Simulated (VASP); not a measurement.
Here is a VASP 6.6.1 calculation.

INCAR

```
SYSTEM = Ga16O25
  ALGO = Normal
  EDIFF = 1E-6
  ENCUT = 520
  GGA = PE
  ISIF = 2
  ISMEAR = 0
  ISPIN = 2
  LASPH = .True.
  LCHARG = .False.
  LORBIT = 11
  LREAL = Auto
  LWAVE = .False.
  MAGMOM = 0.02 0.01 0.01 0.01 0.01 0.01 0.01 0.01 0.01 0.02 0.01 0.01 0.01 0.01 0.01 0.01 0.02 0.02 0.01 0.02 0.02 0.02 0.02 0.02 0.02 0.02 0.02 0.02 0.02 0.01 0.02 0.02 0.02 0.02 0.02 0.02 0.02 0.02 0.02 0.02 0.01
  NBANDS = 209
  NELECT = 359.0
  NELM = 150
  NUPDOWN = 1.0
  PREC = Accurate
  SIGMA = 0.01
```

KPOINTS

```
Automatic mesh
0
Gamma
  1 1 1
  0.25 0.25 0.25
```

POSCAR

```
Ga16O25
1.0
    2.5289754451      1.4601046709      4.5413080054
   -5.0579508901      2.9202093417      9.0826160107
    0.0000000000     -5.8404185822      9.0826160433
Ga O
16 25
Direct
    0.8857315848      0.4275205082      0.4288618740
    0.6781481775      0.3105909016      0.3145947283
    0.1549741481      0.0674301389      0.0712613202
    0.3779298291      0.1715441699      0.1731486679
    0.8568605020      0.4191122413      0.9363716747
    0.6499526632      0.3225742550      0.8195696119
    0.1523604347      0.0728223963      0.5692302945
    0.3635289717      0.1821332338      0.6745348163
    0.8585895719      0.9248671723      0.4276002433
    0.6445436772      0.8196816353      0.3241578630
    0.1364390857      0.5686334347      0.0692165235
    0.3492173221      0.6834132795      0.1622638038
    0.8595920904      0.9299003453      0.9243075609
    0.6435386972      0.8283611456      0.8184106226
    0.1159896717      0.5778196692      0.6007134080
    0.3534217654      0.6832541872      0.6817337175
    0.7628538284      0.2184364638      0.0261446818
    0.4533577167      0.0250061065      0.3728392803
    0.0885338319      0.3646021701      0.2162712947
    0.2726576018      0.2715628986      0.4701066967
    0.9619074888      0.1169585041      0.2741853036
    0.5534007666      0.4702391276      0.1247117665
    0.7608751404      0.2234252121      0.5241812913
    0.4500668285      0.0284561277      0.8722786483
    0.0509780197      0.3714955065      0.7336984072
    0.2607212135      0.2729842334      0.9727027804
    0.9521168534      0.1267598039      0.7734563168
    0.5588609952      0.4753455807      0.6214642249
    0.7489803440      0.7273531502      0.0188628080
    0.2217027577      0.5550411388      0.4197502373
    0.0603659472      0.8722067789      0.2210864486
    0.2478323672      0.7765781984      0.4779036280
    0.9379789712      0.6315026379      0.2613298166
    0.5621093899      0.9708060387      0.1233543161
    0.7275346380      0.7327456030      0.5358450092
    0.4490068269      0.5252782415      0.8740267776
    0.0512904234      0.8795283186      0.7218510436
    0.2554912734      0.7779741102      0.9647595711
    0.9436425787      0.6226552690      0.7877795290
    0.5590482409      0.9757075926      0.6223263847
    0.5660578708      0.5103653839      0.3309617794
```

Potentials or basis: VASP PAW PBE potentials, release 64 (Ga_d, O).

Launch:

```console
$ cat potpaw_PBE.64/Ga_d/POTCAR potpaw_PBE.64/O/POTCAR > POTCAR
$ mpirun -np 1 vasp_std > vasp.out
```

Task: What does it give for the largest force?

Result: 0.226 eV/Å.

Forces in eV/Å, atoms in the order of the input:
```
Ga   0.000  0.013  0.005
Ga   0.009 -0.002 -0.022
Ga   0.001  0.005 -0.017
Ga   0.000 -0.003  0.010
Ga  -0.001  0.004  0.016
Ga  -0.001 -0.002 -0.014
Ga   0.001  0.000 -0.014
Ga  -0.003  0.000  0.014
Ga   0.006  0.005  0.011
Ga   0.011 -0.006 -0.011
Ga  -0.006  0.004 -0.006
Ga  -0.011  0.008  0.006
Ga   0.000 -0.005  0.014
Ga  -0.003  0.000 -0.017
Ga   0.005  0.003 -0.013
Ga   0.005 -0.002  0.003
O   -0.001  0.000 -0.007
O   -0.005 -0.004  0.003
O   -0.005 -0.011  0.012
O    0.007  0.004  0.005
O    0.003 -0.005  0.002
O   -0.008 -0.007 -0.002
O   -0.004  0.007  0.005
O   -0.006 -0.001  0.002
O    0.002  0.006 -0.003
O   -0.003  0.003  0.001
O    0.000  0.000  0.001
O   -0.007  0.001  0.002
O    0.007 -0.001  0.007
O   -0.163 -0.138 -0.068
O   -0.004 -0.005  0.008
O   -0.001  0.002 -0.001
O   -0.006 -0.001 -0.007
O    0.004  0.001 -0.001
O    0.003  0.001  0.004
O    0.005  0.000  0.006
O    0.001  0.003 -0.005
O    0.000  0.006 -0.021
O   -0.006 -0.009  0.015
O    0.002  0.003 -0.002
O    0.172  0.123  0.080
```

Caveat: the k points lie up to 1.17 Å⁻¹ apart, too coarse for converged energies, forces and pressures; the cell carries a net charge on a neutralising background, which shifts energy and pressure; the total moment is fixed, so each spin has its own Fermi level and the state may be an excited one.
